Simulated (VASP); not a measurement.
# Zr2ZnN2 (P4/mmm) in VASP: notebook

Zr2ZnN2 is run at these levels: PBE; tasks: single point, relaxation of cell and atoms.

Program: VASP 6.6.1. These are calculated values, not measurements. Logs are shortened: lines on timing, memory, paths and dates and some standing lists are left out, and cuts for length are marked.

**1. The cell of the first run**

Symmetry: P4/mmm, No. 123, tetragonal system. Conventional cell: a = 3.821 Å, b = 3.821 Å, c = 5.183 Å, α = 90.00°, β = 90.00°, γ = 90.00°. Zr (site symmetry 4mm) has 4 N at 2.34 Å and 2 Zr at 2.49 to 2.70 Å and 4 Zn at 2.97 Å within 3.1 Å. Within 3.9 Å of Zn (site symmetry 4/mmm) lie 8 Zr at 2.97 Å and 8 N at 3.22 Å and 4 Zn at 3.82 Å. Within 3.1 Å of N (site symmetry mmm) lie 4 Zr at 2.34 Å and 4 N at 2.70 Å.

**2. Single point, PBE**

Contents of INCAR:

```
ALGO = Normal
EDIFF = 1E-6
ENCUT = 520
GGA = PE
ISIF = 2
ISMEAR = 0
LASPH = True
LCHARG = False
LREAL = False
LWAVE = False
NBANDS = 31
NELM = 60
PREC = Accurate
SIGMA = 0.1
```

Contents of KPOINTS:

```
k-points
0
Gamma
  4 4 4
```

Contents of POSCAR:

```
Zr2ZnN2
1.0
    3.8209702600      0.0000000000      0.0000000000
    0.0000000000      3.8209702600      0.0000000000
    0.0000000000      0.0000000000      5.1830336600
Zr Zn N
2 1 2
Direct
    0.5000000000      0.5000000000      0.2399999900
    0.5000000000      0.5000000000      0.7600000100
    0.0000000000      0.0000000000      0.0000000000
    0.0000000000      0.5000000000      0.5000000000
    0.5000000000      0.0000000000      0.5000000000
```

Potentials or basis: VASP PAW PBE potentials, release 64 (Zr_sv, Zn, N).

On the command line:

```console
cat potpaw_PBE.64/Zr_sv/POTCAR potpaw_PBE.64/Zn/POTCAR potpaw_PBE.64/N/POTCAR > POTCAR
mpirun -np 1 vasp_std > vasp.out
```

OUTCAR:

```text
EDIFF = 1E-6
   ENCUT = 520
   GGA = PE
   ISIF = 2
   ISMEAR = 0
   LASPH = True
   LREAL = False
   NELM = 60
   PREC = Accurate

 ion  position               nearest neighbor table
   1  0.500  0.500  0.240-   4 2.34   5 2.34   5 2.34   4 2.34   2 2.49   2 2.70   3 2.97   3 2.97
                             3 2.97   3 2.97
   2  0.500  0.500  0.760-   4 2.34   5 2.34   5 2.34   4 2.34   1 2.49   1 2.70   3 2.97   3 2.97
                             3 2.97   3 2.97
   3  0.000  0.000  0.000-   1 2.97   2 2.97   1 2.97   2 2.97   1 2.97   2 2.97   1 2.97   2 2.97

   4  0.000  0.500  0.500-   1 2.34   2 2.34   1 2.34   2 2.34
   5  0.500  0.000  0.500-   1 2.34   2 2.34   1 2.34   2 2.34

  LATTYP: Found a simple tetragonal cell.
 ALAT       =     3.8209702600
 C/A-ratio  =     1.3564705578

  Lattice vectors:

 A1 = (   3.8209702600,   0.0000000000,   0.0000000000)
 A2 = (   0.0000000000,   3.8209702600,   0.0000000000)
 A3 = (   0.0000000000,   0.0000000000,   5.1830336600)

Analysis of symmetry for initial positions (statically):
=====================================================================
 Subroutine PRICEL returns:
 Original cell was already a primitive cell.

 Routine SETGRP: Setting up the symmetry group for a
 simple tetragonal supercell.

 Subroutine GETGRP returns: Found 16 space group operations
 (whereof 16 operations were pure point group operations)
 out of a pool of 16 trial point group operations.

The static configuration has the point symmetry D_4h.

Analysis of symmetry for dynamics (positions and initial velocities):
=====================================================================
 Subroutine PRICEL returns:
 Original cell was already a primitive cell.

 Routine SETGRP: Setting up the symmetry group for a
 simple tetragonal supercell.

 Subroutine GETGRP returns: Found 16 space group operations
 (whereof 16 operations were pure point group operations)
 out of a pool of 16 trial point group operations.

The dynamic configuration has the point symmetry D_4h.

 Subroutine INISYM returns: Found 16 space group operations
 (whereof 16 operations are pure point group operations),
 and found     1 'primitive' translations

----------------------------------------------------------------------------------------

                                     Primitive cell

  volume of cell :      75.6713

  direct lattice vectors                    reciprocal lattice vectors
     3.820970260  0.000000000  0.000000000     0.261713631  0.000000000  0.000000000
     0.000000000  3.820970260  0.000000000     0.000000000  0.261713631  0.000000000
     0.000000000  0.000000000  5.183033660     0.000000000  0.000000000  0.192937200

  length of vectors
     3.820970260  3.820970260  5.183033660     0.261713631  0.261713631  0.192937200

  position of ions in fractional coordinates (direct lattice)
     0.500000000  0.500000000  0.239999990
     0.500000000  0.500000000  0.760000010
     0.000000000  0.000000000  0.000000000
     0.000000000  0.500000000  0.500000000
     0.500000000  0.000000000  0.500000000

  ion indices of the primitive-cell ions
   primitive index   ion index
                 1           1
                 2           2
                 3           3
                 4           4
                 5           5

----------------------------------------------------------------------------------------

 KPOINTS: k-points

Automatic generation of k-mesh.
 Grid dimensions read from file:
 generate k-points for:    4    4    4

 Generating k-lattice:

  Cartesian coordinates                     Fractional coordinates (reciprocal lattice)
     0.065428408  0.000000000  0.000000000     0.250000000  0.000000000  0.000000000
     0.000000000  0.065428408  0.000000000     0.000000000  0.250000000  0.000000000
     0.000000000  0.000000000  0.048234300     0.000000000  0.000000000  0.250000000

  Length of vectors
     0.065428408  0.065428408  0.048234300

  Shift w.r.t. Gamma in fractional coordinates (k-lattice)
     0.000000000  0.000000000  0.000000000

 Subroutine IBZKPT returns following result:
 ===========================================

 Found     18 irreducible k-points:

 Following reciprocal coordinates:
            Coordinates               Weight
  0.000000  0.000000  0.000000      1.000000
  0.250000  0.000000  0.000000      4.000000
  0.500000  0.000000  0.000000      2.000000
  0.250000  0.250000  0.000000      4.000000
  0.500000  0.250000  0.000000      4.000000
  0.500000  0.500000  0.000000      1.000000
[... 10 lines left out ...]
  0.500000  0.250000  0.500000      4.000000
  0.500000  0.500000  0.500000      1.000000
   k-points           NKPTS =     18   k-points in BZ     NKDIM =     18   number of bands    NBANDS=     31
   number of dos      NEDOS =    301   number of ions     NIONS =      5
   total plane-waves  NPLWV =  31360
   dimension x,y,z NGX =    28 NGY =   28 NGZ =   40
   dimension x,y,z NGXF=    56 NGYF=   56 NGZF=   80
   ions per type =               2   1   2
   NGX,Y,Z   is equivalent  to a cutoff of  12.18, 12.18, 12.83 a.u.
   NGXF,Y,Z  is equivalent  to a cutoff of  24.36, 24.36, 25.66 a.u.
 SYSTEM =  unknown system
   PREC   = accura    normal or accurate (medium, high low for compatibility)
   ISTART =      0    job   : 0-new  1-cont  2-samecut
   ICHARG =      2    charge: 1-file 2-atom 10-const
   ISPIN  =      1    spin polarized calculation?
   LNONCOLLINEAR =      F non collinear calculations
   LSORBIT =      F    spin-orbit coupling
   LASPH  =      T    aspherical Exc in radial PAW
   ENCUT  =  520.0 eV  38.22 Ry    6.18 a.u.   7.10  7.10  9.64*2*pi/ulx,y,z
   NELM   =     60;   NELMIN=  2; NELMDL= -5     # of ELM steps
   EDIFF  = 0.1E-05   stopping-criterion for ELM
   LREAL  =      F    real-space projection
   EDIFFG = 0.1E-04   stopping-criterion for IOM
   NSW    =      0    number of steps for IOM
   IBRION =     -1    ionic relax: 0-MD 1-quasi-New 2-CG
   NFREE  =      0    steps in history (QN), initial steepest desc. (CG)
   ISIF   =      2    stress and relaxation
   ISYM   =      2    0-nonsym 1-usesym 2-fastsym
   POTIM  = 0.5000    time-step for ionic-motion
   TEBEG  =    0.0;   TEEND  =   0.0 temperature during run
   PSTRESS=    0.0 pullay stress
   NELECT =      46.0000    total number of electrons
   NUPDOWN=      -1.0000    fix difference up-down
   EMIN   =  10.00;   EMAX   =-10.00  energy-range for DOS
   EFERMI =   0.00;   METHOD = LEGACY
   ISMEAR =     0;   SIGMA  =   0.10  broadening in eV -4-tet -1-fermi 0-gaus
   EFERMI_NEDOS =   21; number of points for ismear=-14 and -15
   IALGO  =     38    algorithm
   IMIX   =      4    mixing-type and parameters
     AMIX     =   0.40;   BMIX     =  1.00
     AMIX_MAG =   1.60;   BMIX_MAG =  1.00
  volume/ion in A,a.u.               =      15.13       102.13
  Fermi-wavevector in a.u.,A,eV,Ry     =   1.386810  2.620691 26.167299  1.923242
  Thomas-Fermi vector in A             =   2.511091
   LORBIT       =      0    0 simple, 1 ext, 2 COOP (PROOUT), +10 PAW based schemes
   GGA     = PE    functional components
   LHFCALC =     F    Hartree Fock is set to
   AEXX    =    0.0000 exact exchange contribution
   IVDW    =     0    specifies the selected vdW correction
   LEPSILON=     F    determine dielectric tensor
   LRPA    =     F    only Hartree local field effects (RPA)
 non-spin polarized calculation
 Gauss-broadening in eV      SIGMA  =   0.10
  energy-cutoff  :      520.00
  volume of cell :       75.67
 maximum number of plane-waves:      2058
   NGX = 15   NGY = 15   NGZ = 19

 number of electron      45.9999990 magnetization

 Free energy of the ion-electron system (eV)
  ---------------------------------------------------
  ext. energy  EPLUGINS =         0.00000000
  ---------------------------------------------------
  free energy    TOTEN  =       -34.51548476 eV

  energy without entropy =      -34.50043304  energy(sigma->0) =      -34.50795890

 E-fermi :   6.7431     XC(G=0): -11.2949

 val. band max:        6.7253128015   @ k =   0.5000   0.5000   0.0000
 cond. band min:       6.8019352069   @ k =   0.2500   0.2500   0.2500
 fundamental gap:      0.0766224054
 Fermi energy:         6.7430837391

 k-point     1 :       0.0000    0.0000    0.0000
  band No.  band energies     occupation
      1     -42.2854      2.00000
      2     -41.7831      2.00000
      3     -21.7534      2.00000
      4     -20.2430      2.00000
      5     -20.2430      2.00000
      6     -19.8038      2.00000
[... 23 lines left out ...]
     30      12.1376      0.00000
     31      12.1376      0.00000

 k-point     2 :       0.2500    0.0000    0.0000
  band No.  band energies     occupation
      1     -42.2822      2.00000
      2     -41.7806      2.00000
      3     -21.7387      2.00000
      4     -20.3266      2.00000
      5     -20.2382      2.00000
      6     -19.8553      2.00000
[... 23 lines left out ...]
     30      11.9096      0.00000
     31      12.1009      0.00000

 k-point     3 :       0.5000    0.0000    0.0000
  band No.  band energies     occupation
      1     -42.2790      2.00000
      2     -41.7781      2.00000
      3     -21.7238      2.00000
      4     -20.4086      2.00000
      5     -20.2333      2.00000
      6     -19.9061      2.00000
[... 23 lines left out ...]
     30      11.1128      0.00000
     31      11.2498      0.00000

 k-point     4 :       0.2500    0.2500    0.0000
  band No.  band energies     occupation
      1     -42.2791      2.00000
      2     -41.7781      2.00000
      3     -21.7247      2.00000
      4     -20.3219      2.00000
      5     -20.3175      2.00000
      6     -19.8516      2.00000
[... 23 lines left out ...]
     30      10.9409      0.00000
     31      11.8639      0.00000

 k-point     5 :       0.5000    0.2500    0.0000
  band No.  band energies     occupation
      1     -42.2760      2.00000
      2     -41.7756      2.00000
      3     -21.7105      2.00000
      4     -20.3997      2.00000
      5     -20.3128      2.00000
      6     -19.9021      2.00000
[... 23 lines left out ...]
     30      11.6398      0.00000
     31      11.7779      0.00000
[... 338 lines left out ...]
     30      10.4374      0.00000
     31      10.5567      0.00000

 k-point    16 :       0.2500    0.2500    0.5000
  band No.  band energies     occupation
      1     -42.1375      2.00000
      2     -41.9324      2.00000
      3     -20.7505      2.00000
      4     -20.1439      2.00000
      5     -20.1402      2.00000
      6     -20.0540      2.00000
[... 23 lines left out ...]
     30      11.0169      0.00000
     31      12.0539      0.00000

 k-point    17 :       0.5000    0.2500    0.5000
  band No.  band energies     occupation
      1     -42.1347      2.00000
      2     -41.9294      2.00000
      3     -20.7439      2.00000
      4     -20.2012      2.00000
      5     -20.1366      2.00000
      6     -20.1152      2.00000
[... 23 lines left out ...]
     30      10.8646      0.00000
     31      11.5350      0.00000

 k-point    18 :       0.5000    0.5000    0.5000
  band No.  band energies     occupation
      1     -42.1320      2.00000
      2     -41.9265      2.00000
      3     -20.7379      2.00000
      4     -20.1941      2.00000
      5     -20.1941      2.00000
      6     -20.1093      2.00000
[... 23 lines left out ...]
     30      10.5807      0.00000
     31      11.3188      0.00000

------------------------ aborting loop because EDIFF is reached ----------------------------------------

  FORCE on cell =-STRESS in cart. coord.  units (eV):
  Direction    XX          YY          ZZ          XY          YZ          ZX
  --------------------------------------------------------------------------------------
  -------------------------------------------------------------------------------------
  Total       -6.4288057     -6.4288057      8.0030511      0.0000000      0.0000000      0.0000000
  in kB     -136.1161129   -136.1161129    169.4473673      0.0000000      0.0000000      0.0000000
  external PRESSURE =     -34.2616195 kB  Pullay stress =       0.0000000 kB

 VOLUME and BASIS-vectors are now :
 -----------------------------------------------------------------------------
  energy-cutoff  :      520.00
  volume of cell :       75.67
      direct lattice vectors                 reciprocal lattice vectors
     3.820970260  0.000000000  0.000000000     0.261713631  0.000000000  0.000000000
     0.000000000  3.820970260  0.000000000     0.000000000  0.261713631  0.000000000
     0.000000000  0.000000000  5.183033660     0.000000000  0.000000000  0.192937200

 POSITION                                       TOTAL-FORCE (eV/Angst)
 -----------------------------------------------------------------------------------
      1.91049      1.91049      1.24393        -0.000000      0.000000      6.140698
      1.91049      1.91049      3.93911        -0.000000      0.000000     -6.140698
      0.00000      0.00000      0.00000         0.000000     -0.000000     -0.000000
      0.00000      1.91049      2.59152         0.000000     -0.000000     -0.000000
      1.91049      0.00000      2.59152         0.000000     -0.000000     -0.000000
 -----------------------------------------------------------------------------------
    total drift:                                0.000000      0.000000     -0.000000

  FREE ENERGIE OF THE ION-ELECTRON SYSTEM (eV)
  ---------------------------------------------------
  free  energy   TOTEN  =       -34.5154847645 eV

  energy  without entropy=      -34.5004330406  energy(sigma->0) =      -34.50795890
```

It took 36 s on 1 thread of Intel Xeon Platinum 8259CL at 2.50GHz (Skylake/Cascade Lake), shared host; peak memory 0.19 GiB.

What came out:

* Free energy: -34.5155 eV
* Pressure: -3.4 GPa
* Largest force: 6.141 eV/Å
* Band gap on the k mesh: zero (band 23 reaches 6.98 eV, above the bottom of band 24 at 6.21 eV)

Forces in eV/Å, atoms in the order of the input:
```
Zr   0.000  0.000  6.141
Zr   0.000  0.000 -6.141
Zn   0.000  0.000  0.000
N    0.000  0.000  0.000
N    0.000  0.000  0.000
```

Stress tensor (GPa, compression positive):
```
-13.61   0.00   0.00
  0.00 -13.61   0.00
  0.00   0.00  16.94
```

Levels at points of the mesh, in eV from the Fermi level:
```
           k point  band 21  band 22  band 23  band 24  band 25  band 26
(0.00, 0.00, 0.00)    -1.86    -0.54    -0.54     1.09     1.89     1.98
(0.50, 0.00, 0.00)    -2.38    -1.59    -1.59    -0.53     1.82     2.54
(0.50, 0.50, 0.00)    -2.05    -1.54    -1.34    -0.08    -0.02     1.20
(0.00, 0.00, 0.50)    -0.05    -0.05    -0.03     0.12     0.12     2.11
(0.50, 0.00, 0.50)    -1.95    -1.75     0.24     0.44     0.97     2.18
(0.50, 0.50, 0.50)    -2.02    -2.02    -1.46     1.20     1.76     2.81
```

Caveat: the k points lie up to 0.41 Å⁻¹ apart; forces of over 1 eV/Å act on the atoms, so gaps and moduli don't describe the material at rest.

**3. Single point, PBE**

This run uses another cell than the first one, of 15.21 Å³/atom, 1.005 times its volume.

Contents of INCAR:

```
PREC     = Accurate       # precision mode
ENCUT    = 520            # plane-wave cutoff, eV
EDIFF    = 1E-6           # SCF threshold, eV
ISMEAR   = 0              # smearing method
SIGMA    = 0.1            # smearing width, eV
LREAL    = F              # projectors in reciprocal space
LASPH    = T              # aspherical terms in the spheres
NELM     = 60             # most SCF steps
ALGO     = Normal         # electronic algorithm
ISIF     = 2              # what is computed and relaxed
LWAVE    = F              # write WAVECAR
LCHARG   = T              # write CHGCAR
GGA      = PE             # functional
LELF     = T              # ELF
LVHAR    = T            
NBANDS   = 31             # bands
```

Contents of KPOINTS:

```
regular mesh
0
Gamma
  4 4 4
```

Contents of POSCAR:

```
Zr2ZnN2
1.0
    3.3767267567      0.0000000000      0.0000000000
    0.0000000000      3.3767267567      0.0000000000
    0.0000000000      0.0000000000      6.6678684020
Zr Zn N
2 1 2
Direct
    0.5000000000      0.5000000000      0.2908311300
    0.5000000000      0.5000000000      0.7091688700
    0.0000000000      0.0000000000      0.0000000000
    0.0000000000      0.5000000000      0.5000000000
    0.5000000000      0.0000000000      0.5000000000
```

Potentials or basis: VASP PAW PBE potentials, release 64 (Zr_sv, Zn, N).

On the command line:

```console
cat potpaw_PBE.64/Zr_sv/POTCAR potpaw_PBE.64/Zn/POTCAR potpaw_PBE.64/N/POTCAR > POTCAR
mpirun -np 1 vasp_std > vasp.out
```

OUTCAR:

```text
PREC = Accurate
   ENCUT = 520
   EDIFF = 1E-6
   ISMEAR = 0
   LREAL = F
   LASPH = T
   NELM = 60
   ISIF = 2
   GGA = PE

 ion  position               nearest neighbor table
   1  0.500  0.500  0.291-   4 2.19   5 2.19   5 2.19   4 2.19   2 2.79   3 3.08   3 3.08   3 3.08
                             3 3.08   2 3.88
   2  0.500  0.500  0.709-   4 2.19   5 2.19   5 2.19   4 2.19   1 2.79   3 3.08   3 3.08   3 3.08
                             3 3.08   1 3.88
   3  0.000  0.000  0.000-   1 3.08   2 3.08   1 3.08   2 3.08   1 3.08   2 3.08   1 3.08   2 3.08
[... 812 lines left out ...]
  -------------------------------------------------------------------------------------
  Total        0.1508870      0.1508870      0.2665648      0.0000000     -0.0000000      0.0000000
  in kB        3.1796811      3.1796811      5.6173883      0.0000000     -0.0000000      0.0000000
  external PRESSURE =       3.9922502 kB  Pullay stress =       0.0000000 kB

 VOLUME and BASIS-vectors are now :
 -----------------------------------------------------------------------------
  energy-cutoff  :      520.00
  volume of cell :       76.03
      direct lattice vectors                 reciprocal lattice vectors
     3.376726757  0.000000000  0.000000000     0.296144779  0.000000000  0.000000000
     0.000000000  3.376726757  0.000000000     0.000000000  0.296144779  0.000000000
     0.000000000  0.000000000  6.667868402     0.000000000  0.000000000  0.149972966

 POSITION                                       TOTAL-FORCE (eV/Angst)
 -----------------------------------------------------------------------------------
      1.68836      1.68836      1.93922         0.000000     -0.000000     -0.010574
      1.68836      1.68836      4.72864         0.000000      0.000000      0.010574
      0.00000      0.00000      0.00000         0.000000      0.000000      0.000000
      0.00000      1.68836      3.33393         0.000000      0.000000      0.000000
      1.68836      0.00000      3.33393         0.000000      0.000000      0.000000
 -----------------------------------------------------------------------------------
    total drift:                               -0.000000      0.000000      0.000000

  FREE ENERGIE OF THE ION-ELECTRON SYSTEM (eV)
  ---------------------------------------------------
  free  energy   TOTEN  =       -36.9405058757 eV

  energy  without entropy=      -36.9310765287  energy(sigma->0) =      -36.93579120
```

Wall time 40 s (1 thread of Intel Xeon Platinum 8259CL at 2.50GHz (Skylake/Cascade Lake), shared host); peak memory 0.2 GiB.

Results:

| Property | Result |
| --- | --- |
| Free energy | -36.9405 eV |
| Pressure | 0.4 GPa |
| Largest force | 0.011 eV/Å |
| Band gap on the k mesh | zero (band 23 reaches 7.24 eV, above the bottom of band 24 at 6.27 eV) |

Forces on the atoms (eV/Å):
```
Zr   0.000  0.000 -0.011
Zr   0.000  0.000  0.011
Zn   0.000  0.000  0.000
N    0.000  0.000  0.000
N    0.000  0.000  0.000
```

Caveat: the k points lie up to 0.47 Å⁻¹ apart.

(Part 1 of 2 ends here.)
